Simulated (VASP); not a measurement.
# FePt (R-3m) in VASP: notebook

The runs below take FePt through single point, with PBE.

All numbers are computed with VASP 6.6.1; they aren't measurements. Logs are shortened: lines on timing, memory, paths and dates and some standing lists are left out, and cuts for length are marked.

### 1 The cell of the first run

The structure is trigonal, space group R-3m (No. 166). The conventional cell has a = 2.731 Å, b = 2.731 Å, c = 13.129 Å, α = 90.00°, β = 90.00°, γ = 120.00°. Fe (site symmetry -3m) has 6 Pt at 2.70 Å and 6 Fe at 2.73 Å within 3.6 Å. Within 3.6 Å of Pt (site symmetry -3m) lie 6 Fe at 2.70 Å and 6 Pt at 2.73 Å.

### 2 Single point, PBE, collinear spin, ferrimagnetic start

File INCAR:

```
PREC = Accurate
ENCUT = 520
EDIFF = 1E-6
ISMEAR = 0
SIGMA = 0.1
LREAL = False
LASPH = True
NELM = 150
ALGO = Fast
ISIF = 2
LWAVE = False
LCHARG = False
ISPIN = 2
MAGMOM = 2.44 -0.14
LORBIT = 11
NUPDOWN = 2.0
LMAXMIX = 4
GGA = PE
NBANDS = 20
```

File KPOINTS:

```
regular mesh
0
Gamma
  18 18 18
```

File POSCAR:

```
FePt
1.0
   -1.8829287842     -1.8829287842     -3.8139328513
   -1.8829287842     -3.8139328513     -1.8829287842
   -3.8139328513     -1.8829287842     -1.8829287842
Fe Pt
1 1
Direct
    0.0000000000      0.0000000000      0.0000000000
    0.5000000000      0.5000000000      0.5000000000
```

Potentials or basis: VASP PAW PBE potentials, release 64 (Fe, Pt).

On the command line:

```sh
$ cat potpaw_PBE.64/Fe/POTCAR potpaw_PBE.64/Pt/POTCAR > POTCAR
$ mpirun -np 1 vasp_std > vasp.out
```

OUTCAR:

```text
PREC = Accurate
   ENCUT = 520
   EDIFF = 1E-6
   ISMEAR = 0
   LREAL = False
   LASPH = True
   NELM = 150
   ISIF = 2
   ISPIN = 2
   LORBIT = 11
   NUPDOWN = 2.0
   GGA = PE

 ion  position               nearest neighbor table
   1  0.000  0.000  0.000-   2 2.70   2 2.70   2 2.70   2 2.70   2 2.70   2 2.70
   2  0.500  0.500  0.500-   1 2.70   1 2.70   1 2.70   1 2.70   1 2.70   1 2.70

  LATTYP: Found a trigonal (rhomboedric) cell.
 ALAT       =     4.6515508604
 COS(alpha) =     0.8276660553

  Lattice vectors:

 A1 = (  -1.8829287842,  -1.8829287842,  -3.8139328513)
 A2 = (  -1.8829287842,  -3.8139328513,  -1.8829287842)
 A3 = (  -3.8139328513,  -1.8829287842,  -1.8829287842)

Analysis of symmetry for initial positions (statically):
=====================================================================
 Subroutine PRICEL returns:
 Original cell was already a primitive cell.

 Routine SETGRP: Setting up the symmetry group for a
 trigonal (rhombohedral) supercell.

 Subroutine GETGRP returns: Found 12 space group operations
 (whereof 12 operations were pure point group operations)
 out of a pool of 12 trial point group operations.

The static configuration has the point symmetry D_3d.

Analysis of symmetry for dynamics (positions and initial velocities):
=====================================================================
 Subroutine PRICEL returns:
 Original cell was already a primitive cell.

 Routine SETGRP: Setting up the symmetry group for a
 trigonal (rhombohedral) supercell.

 Subroutine GETGRP returns: Found 12 space group operations
 (whereof 12 operations were pure point group operations)
 out of a pool of 12 trial point group operations.

The dynamic configuration has the point symmetry D_3d.

Analysis of structural, dynamic, and magnetic symmetry:
=====================================================================
 Subroutine PRICEL returns:
 Original cell was already a primitive cell.

 Routine SETGRP: Setting up the symmetry group for a
 trigonal (rhombohedral) supercell.

 Subroutine GETGRP returns: Found 12 space group operations
 (whereof 12 operations were pure point group operations)
 out of a pool of 12 trial point group operations.

The overall configuration has the point symmetry D_3d.

 Subroutine INISYM returns: Found 12 space group operations
 (whereof 12 operations are pure point group operations),
 and found     1 'primitive' translations

----------------------------------------------------------------------------------------
[... 110 lines left out ...]
   IALGO  =     68    algorithm
   IMIX   =      4    mixing-type and parameters
     AMIX     =   0.40;   BMIX     =  1.00
     AMIX_MAG =   1.60;   BMIX_MAG =  1.00
  volume/ion in A,a.u.               =      14.13        95.37
  Fermi-wavevector in a.u.,A,eV,Ry     =   1.408503  2.661685 26.992340  1.983881
  Thomas-Fermi vector in A             =   2.530654
   LORBIT       =     11    0 simple, 1 ext, 2 COOP (PROOUT), +10 PAW based schemes
   GGA     = PE    functional components
   LHFCALC =     F    Hartree Fock is set to
   AEXX    =    0.0000 exact exchange contribution
   IVDW    =     0    specifies the selected vdW correction
   LEPSILON=     F    determine dielectric tensor
   LRPA    =     F    only Hartree local field effects (RPA)
 spin polarized calculation
 RMM-DIIS sequential band-by-band and
 Gauss-broadening in eV      SIGMA  =   0.10
  energy-cutoff  :      520.00
  volume of cell :       28.26
 maximum number of plane-waves:       774
   NGX = 17   NGY = 17   NGZ = 17

 number of electron      17.9999998 magnetization       2.0000001

 Free energy of the ion-electron system (eV)
  ---------------------------------------------------
  ext. energy  EPLUGINS =         0.00000000
  ---------------------------------------------------
  free energy    TOTEN  =       -14.26943498 eV

  energy without entropy =      -14.24910330  energy(sigma->0) =      -14.25926914

 E-fermi :   8.6294     XC(G=0): -12.9319

 val. band max:        8.6285480640   @ k =  -0.1667   0.4444   0.1111
 cond. band min:       7.9290577771   @ k =  -0.3889   0.1111  -0.0000
 fundamental gap:     -0.6994902869
 Fermi energy:         7.9279822408

 spin component 1

 k-point     1 :       0.0000    0.0000    0.0000
  band No.  band energies     occupation
      1      -1.1500      1.00000
      2       2.0860      1.00000
      3       4.4818      1.00000
      4       4.4818      1.00000
      5       5.7208      1.00000
      6       5.7208      1.00000
[... 541 lines left out ...]
     19      28.6650      0.00000
     20      30.5541      0.00000

 [... further k-points ...]

 spin component 2

 k-point     1 :       0.0000    0.0000    0.0000
  band No.  band energies     occupation
      1      -1.1660      1.00000
      2       2.1266      1.00000
      3       4.4570      1.00000
      4       4.4570      1.00000
      5       6.3488      1.00000
      6       6.3489      1.00000
[... 541 lines left out ...]
     19      28.6713      0.00000
     20      30.5096      0.00000

 [... further k-points ...]
[... 5 lines left out ...]
  --------------------------------------------------------------------------------------
  -------------------------------------------------------------------------------------
  Total       -1.2074266     -1.2074266     -1.2074266      0.0118746      0.0118746      0.0118746
  in kB      -68.4459489    -68.4459489    -68.4459489      0.6731431      0.6731431      0.6731431
  external PRESSURE =     -68.4459489 kB  Pullay stress =       0.0000000 kB

 VOLUME and BASIS-vectors are now :
 -----------------------------------------------------------------------------
  energy-cutoff  :      520.00
  volume of cell :       28.26
      direct lattice vectors                 reciprocal lattice vectors
    -1.882928784 -1.882928784 -3.813932851     0.128645177  0.128645177 -0.389220123
    -1.882928784 -3.813932851 -1.882928784     0.128645177 -0.389220123  0.128645177
    -3.813932851 -1.882928784 -1.882928784    -0.389220123  0.128645177  0.128645177

 POSITION                                       TOTAL-FORCE (eV/Angst)
 -----------------------------------------------------------------------------------
      0.00000      0.00000      0.00000        -0.000000      0.000000      0.000000
     -3.78990     -3.78990     -3.78990         0.000000     -0.000000     -0.000000
 -----------------------------------------------------------------------------------
    total drift:                               -0.000000     -0.000000     -0.000000

  FREE ENERGIE OF THE ION-ELECTRON SYSTEM (eV)
  ---------------------------------------------------
  free  energy   TOTEN  =       -14.2694349806 eV

  energy  without entropy=      -14.2491033021  energy(sigma->0) =      -14.25926914

 total charge

# of ion       s       p       d       tot
------------------------------------------
    1        0.394   0.408   6.172   6.975
    2        0.693   0.661   7.998   9.351
--------------------------------------------------
tot          1.087   1.069  14.170  16.326

 magnetization (x)

# of ion       s       p       d       tot
------------------------------------------
    1       -0.011  -0.025   2.230   2.194
    2       -0.016  -0.055  -0.101  -0.173
--------------------------------------------------
tot         -0.027  -0.080   2.129   2.021
```

Wall time 10 min (1 thread of Intel Xeon 6975P-C (Granite Rapids), shared host); peak memory 0.65 GiB.

What came out:

```
Free energy                                           : -14.2694 eV
Pressure                                              : -6.8 GPa
Net moment                                            : 2.00 μB per cell
Site moments                                          : Fe +2.19; Pt -0.17 μB
Valence electrons inside the program's atomic spheres : Fe 6.97; Pt 9.35
```

Caveat: spin-orbit coupling is left out, which moves the levels of the heavy elements; the total moment is fixed, so each spin has its own Fermi level.

### 3 Single point, PBE, collinear spin, ferromagnetic start

File INCAR:

```
SYSTEM = FePt
ALGO = Normal
EDIFF = 1E-7
ENCUT = 520
GGA = PE
ISIF = 2
ISMEAR = 0
ISPIN = 2
LASPH = .True.
LCHARG = .True.
LELF = .True.
LMAXMIX = 4
LORBIT = 11
LREAL = .False.
LVHAR = .True.
LWAVE = .False.
MAGMOM = 3.57 0.77
NBANDS = 20
NELM = 150
NUPDOWN = 4.0
PREC = Accurate
SIGMA = 0.1
```

File KPOINTS:

```
k-points
0
Gamma
  18 18 18
  0 0 0
```

POSCAR is that of step 2.

Potentials or basis: VASP PAW PBE potentials, release 64 (Fe, Pt).

On the command line:

```sh
$ cat potpaw_PBE.64/Fe/POTCAR potpaw_PBE.64/Pt/POTCAR > POTCAR
$ mpirun -np 1 vasp_std > vasp.out
```

Run time: 19 min. Hardware: 1 thread of AMD EPYC 9R45 (Zen 5), shared host; peak memory 0.62 GiB.

It converged, with:

```yaml
Free_energy: -14.2940 eV
Pressure: 5.9 GPa
Net_moment: 4.00 μB per cell
Site_moments: Fe +3.21; Pt +0.70 μB
Valence_electrons_inside_the_program's_atomic_spheres: Fe 6.92; Pt 9.41
```

Stress tensor (GPa, compression positive):
```
 5.87 -1.32 -1.32
-1.32  5.87 -1.32
-1.32 -1.32  5.87
```

Caveat: spin-orbit coupling is left out, which moves the levels of the heavy elements; the total moment is fixed, so each spin has its own Fermi level.

### 4 Single point, PBE, collinear spin, ferromagnetic start

File INCAR:

```
PREC = Accurate ; ENCUT = 520
EDIFF = 1E-6 ; ISMEAR = 0
SIGMA = 0.1 ; LREAL = F
LASPH = T ; NELM = 150
ALGO = Fast ; ISIF = 2
LWAVE = F ; LCHARG = F
ISPIN = 2 ; MAGMOM = 3.17 0.21
LORBIT = 11 ; NUPDOWN = 3.0
LMAXMIX = 4 ; GGA = PE
NBANDS = 20
```

File KPOINTS:

```
regular mesh
0
Gamma
  18 18 18
```

POSCAR is that of step 3.

On the command line:

```sh
$ cat potpaw_PBE.64/Fe/POTCAR potpaw_PBE.64/Pt/POTCAR > POTCAR
$ mpirun -np 1 vasp_std > vasp.out
```

Wall time 19 min (1 thread of Intel Xeon Platinum 8488C (Sapphire Rapids), shared host); peak memory 0.66 GiB.

Results (log left out):

| Quantity | Value |
| --- | --- |
| Free energy | -14.5719 eV |
| Pressure | -1.3 GPa |
| Net moment | 3.00 μB per cell |
| Site moments | Fe +2.84; Pt +0.16 μB |
| Valence electrons inside the program's atomic spheres | Fe 6.95; Pt 9.39 |

Stress tensor (GPa, compression positive):
```
-1.28  0.29  0.29
 0.29 -1.28  0.29
 0.29  0.29 -1.28
```

Caveat: spin-orbit coupling is left out, which moves the levels of the heavy elements; the total moment is fixed, so each spin has its own Fermi level.

### 5 Summary

```csv
spin,fixed moment (μB),pressure (GPa),moment (μB)
"collinear, ferrimagnetic start",2.0,-6.8,2.00
"collinear, ferromagnetic start",4.0,5.9,4.00
"collinear, ferromagnetic start",3.0,-1.3,3.00
```

Alike in all rows: task single point; level PBE; potentials or basis VASP PAW PBE potentials, release 64 (Fe, Pt); cell as given; k mesh 18 × 18 × 18; cutoff (eV) 520; smearing gaussian 0.1 eV.

Caveats: spin-orbit coupling is left out, which moves the levels of the heavy elements; the total moment is fixed, so each spin has its own Fermi level.

Absolute energies hang on the potentials; compare differences alone.
